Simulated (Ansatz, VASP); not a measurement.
**AlAg in VASP and in Ansatz**

INCAR

```
ALGO     = Normal         # electronic algorithm
EDIFF    = 1E-6           # SCF threshold, eV
ENCUT    = 520            # plane-wave cutoff, eV
ISIF     = 2              # what is computed and relaxed
ISMEAR   = -1             # smearing method
LASPH    = True           # aspherical terms in the spheres
LCHARG   = False          # write CHGCAR
LREAL    = False          # projectors in reciprocal space
LWAVE    = False          # write WAVECAR
NBANDS   = 14             # bands
NELM     = 60             # most SCF steps
PREC     = Accurate       # precision mode
SIGMA    = 0.1            # smearing width, eV
```

Contents of KPOINTS:

```
k-points
0
Gamma
  7 7 4
```

Contents of POSCAR:

```
AlAg
1.0
    2.9263865500      0.0000000000      0.0000000000
   -1.4631932800      2.5343251000      0.0000000000
    0.0000000000      0.0000000000      4.4276044300
Al Ag
1 1
Direct
    0.0006458507     -0.0381301347      0.5069520519
    0.6655196131      0.2945293850      0.0067606501
```

Input for Ansatz:

```yaml
crystal:
  lattice:
    - [2.92638655, 0.0, 0.0]
    - [-1.46319328, 2.5343251, 0.0]
    - [0.0, 0.0, 4.42760443]
  atoms:
    - { symbol: Al, position: [0.0006458507266494355, -0.038130134731201595, 0.5069520519259755] }
    - { symbol: Ag, position: [0.6655196131436472, 0.29452938496279535, 0.006760650124376131] }
kpoints:
  mp_grid:
    grid: [7, 7, 4]
hamiltonian:
  xc: lda
  pseudopotentials:
    kind: paw
scf:
  occupations:
    method: fermi_dirac
    width: 0.1
output:
  forces: true
```

Alike in both runs: task single point; functional LDA; k mesh 7 × 7 × 4; occupations fermi-dirac, width 0.1 eV; no spin polarisation.

|  | VASP | Ansatz |
| --- | --- | --- |
| version | VASP 6.6.1 | Ansatz 0.2.0 |
| potentials or method | VASP PAW LDA potentials, release 64 (Al, Ag) | plane waves, PAW |
| plane-wave cutoff (eV) | 520 | 420 |
| valence electrons in the cell | 14 | 22 |

```csv
,VASP,Ansatz,Ansatz less VASP
rms of the force components (eV/Å),0.004,0.004,-0.0001
```

LDA's correlation is that of Perdew and Zunger in VASP and of Perdew and Wang (1992) in Ansatz. Atom by atom the forces differ by 0.000 eV/Å (rms over components). VASP's potentials hold 14 valence electrons a cell and Ansatz's 22, so a difference there can come from the potentials and not from the codes.
